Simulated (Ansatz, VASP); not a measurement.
# One calculation of Ga2Cl, two programs

```
CELL_PARAMETERS angstrom
-2.84187 2.84187 2.67417
2.84187 -2.84187 2.67417
2.84187 2.84187 -2.67417
ATOMIC_POSITIONS crystal
Ga 0.50000 0.00000 0.50000
Ga 0.00000 0.50000 0.50000
Cl 0.00000 0.00000 0.00000
```

Alike in both runs: functional PBE; k mesh 12 × 12 × 12; occupations gaussian, width 0.1 eV; no spin polarisation.

Ansatz relaxed the structure, and its values are those at the end. VASP's run is a single point on that final structure, the one shown.

|  | VASP | Ansatz |
| --- | --- | --- |
| version | VASP 6.6.1 | Ansatz 0.2.0 |
| potentials or method | VASP PAW PBE potentials, release 64 (Ga_d, Cl), cutoff 520 eV | scalar-relativistic, plane waves, PAW |
| valence electrons in the cell | 33 | 33 |

```csv
,VASP,Ansatz,Ansatz less VASP
gap on the k mesh at the Fermi level (eV),none,none,-
pressure (GPa),0.0,0.0,-0.01
```

A gap of «none» marks a metal or a gap that the smearing closes.
